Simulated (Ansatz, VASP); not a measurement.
One calculation of Nb, two programs

```
Nb
1.0
     0.02115    2.12557    2.12557
     2.12557    0.02115    2.12557
     2.12557    2.12557    0.02115
Nb
1
Direct
  0.00000 0.00000 0.00000
```

Change from the starting cell: equal xy, yz and zx shear strains of +1 %, crystal datasets.

Alike in both runs: task electric field gradients; functional LDA; k mesh 13 × 13 × 13; occupations fermi-dirac, width 0.03 eV; no spin polarisation.

```csv
,VASP,Ansatz
version,VASP 6.6.1,Ansatz 0.2.0
potentials or method,"VASP PAW LDA potentials, release 64 (Nb_sv), cutoff 520 eV","all-electron PAW with datasets made for the crystal, scalar-relativistic"
```

|  | VASP | Ansatz | Ansatz less VASP |
| --- | --- | --- | --- |
| pressure (GPa) | -10.4 | -10.3 | +0.10 |
| traceless stress, the component that is largest in VASP (GPa) | 0.69 | 0.69 | -0.001 |
| size of Vzz on the site where it differs most (V/Å²) | 3.7 | 3.0 | -0.78 |

LDA's correlation is that of Perdew and Zunger in VASP and of Perdew and Wang (1992) in Ansatz. Ansatz ran all-electron here, and VASP with PAW potentials.
